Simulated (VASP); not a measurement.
C, 2 atoms in the cell. The structure is hexagonal, space group P6_3/mmc (No. 194). Conventional cell: a = 1.850 Å, b = 1.850 Å, c = 2.997 Å, α = 90.00°, β = 90.00°, γ = 120.00°. C (site symmetry -6m2) has 12 C at 1.84 to 1.85 Å within 2.4 Å. 

- Program: VASP 6.6.1
- Task: relaxation of cell and atoms
- Functional: PBE
- Potentials or basis: VASP PAW PBE potentials, release 64 (C)
- Cutoff: 600 eV
- k mesh: 25 × 25 × 13
- Occupations: fermi-dirac, width 0.08 eV
- Spin: no spin polarisation
- Target pressure: 190 GPa
- Dipole correction: no
- Further INCAR settings: ALGO = Normal; EDIFF = 1e-06; IBRION = 2; EDIFFG = -0.005; NSW = 60; ISIF = 3

Potentials or basis: VASP PAW PBE potentials, release 64 (C).

Run with:

```console
$ cat potpaw_PBE.64/C/POTCAR > POTCAR
$ mpirun -np 1 vasp_std > vasp.out
```

Hardware: 1 thread of Intel(R) Xeon(R) 6975P-C (Granite Rapids), on a shared host.

**Question.** Estimate the wall time of this run.

**Answer.** Run time: 2 min on 1 thread of Intel(R) Xeon(R) 6975P-C (Granite Rapids), with other jobs on the host, peak memory 0.13 GiB. Counts: scf iterations 161, k points 455, ion steps 32.
